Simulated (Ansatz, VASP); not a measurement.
**Two plane-wave programs on SnSe**

```xyz
4
Lattice="4.2853 0.0000 0.0000 0.0000 4.2853 0.0000 0.0000 0.0000 10.9907" Properties=species:S:1:pos:R:3 pbc="T T T"
Sn    0.0000    2.1427    6.8996
Sn    2.1427    0.0000    4.0911
Se    0.0000    2.1427    4.2200
Se    2.1427    0.0000    6.7707
```

Alike in both runs: task single point; functional PBE-based screened hybrid with a share of 0.25 of exact exchange and HFSCREEN = 0.1; k mesh 3 × 3 × 2; occupations fermi-dirac, width 0.05 eV; no spin polarisation.

|  | VASP | Ansatz |
| --- | --- | --- |
| version | VASP 6.6.1 | Ansatz 0.2.0 |
| potentials or method | VASP PAW PBE potentials, release 64 (Sn_d, Se) | Ansatz PAW |
| plane-wave cutoff (eV) | 520 | 420 |
| valence electrons in the cell | 40 | 60 |

|  | VASP | Ansatz | Ansatz less VASP |
| --- | --- | --- | --- |
| gap on the k mesh at the Fermi level (eV) | 2.32 | 2.27 | -0.048 |
| least direct gap on the mesh (eV) | 2.32 | 2.27 | -0.048 |
| rms of the force components (eV/Å) | 0.141 | 0.136 | -0.0053 |

VASP's potentials were made for PBE, not for PBE-based screened hybrid. Atom by atom the forces differ by 0.006 eV/Å (rms over components). VASP's potentials hold 40 valence electrons a cell and Ansatz's 60, so a difference there can come from the potentials and not from the codes.

The k mesh is coarse, so the values compare programs but aren't converged. Noted on Ansatz's run: odd divisions of the mesh miss points on the zone boundary, where band edges often lie, so the gap on the mesh can be too wide.
